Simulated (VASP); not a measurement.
Write the native input for VASP 6.6.1 that does the following.

```yaml
Task: single point
Functional: PBE
Potentials_or_basis: VASP PAW PBE potentials, release 64 (Nb_sv, In_d, Se)
Cutoff: 500 eV
k_mesh: 3 × 3 × 4
Occupations: gaussian, width 0.1 eV
Spin: no spin polarisation
Dipole_correction: no
Further_INCAR_settings: ALGO = Normal; EDIFF = 1e-06; NBANDS = 38
```

The structure of NbIn2Se3 lies in POSCAR:

```
NbIn2Se3
1.0
    6.3001741400      0.0000000000      0.0000000000
   -3.1500870700      5.4561108500      0.0000000000
    0.0000000000      0.0000000000      4.2661488100
Nb In Se
1 2 3
Direct
    0.0000000000      0.0000000000      0.0000000000
    0.3333333300      0.6666666700      0.0000000000
    0.6666666700      0.3333333300      0.0000000000
    0.5000000000      0.0000000000      0.5000000000
    0.0000000000      0.5000000000      0.5000000000
    0.5000000000      0.5000000000      0.5000000000
```

One way to write it, as run:

INCAR

```
SYSTEM = NbIn2Se3
PREC = Accurate
ENCUT = 500
EDIFF = 1E-6
ISMEAR = 0
SIGMA = 0.1
LREAL = .False.
LASPH = .True.
NELM = 120
ALGO = Normal
ISIF = 2
LWAVE = .False.
LCHARG = .True.
GGA = PE
LELF = .True.
LVHAR = .True.
NBANDS = 38
GGA_COMPAT = .False.
```

KPOINTS

```
Automatic mesh
0
Gamma
  3 3 4
  0 0 0
```

Potentials or basis: VASP PAW PBE potentials, release 64 (Nb_sv, In_d, Se).

The run is started by

```console
$ cat potpaw_PBE.64/Nb_sv/POTCAR potpaw_PBE.64/In_d/POTCAR potpaw_PBE.64/Se/POTCAR > POTCAR
$ mpirun -np 1 vasp_std > vasp.out
```

Results of the run:

The pressure is 2.4 GPa.

Caveat: the k points lie up to 0.38 Å⁻¹ apart.

Run time: 2.7 min on 1 thread of Intel Xeon 8259CL (shared host), peak memory 0.27 GiB.
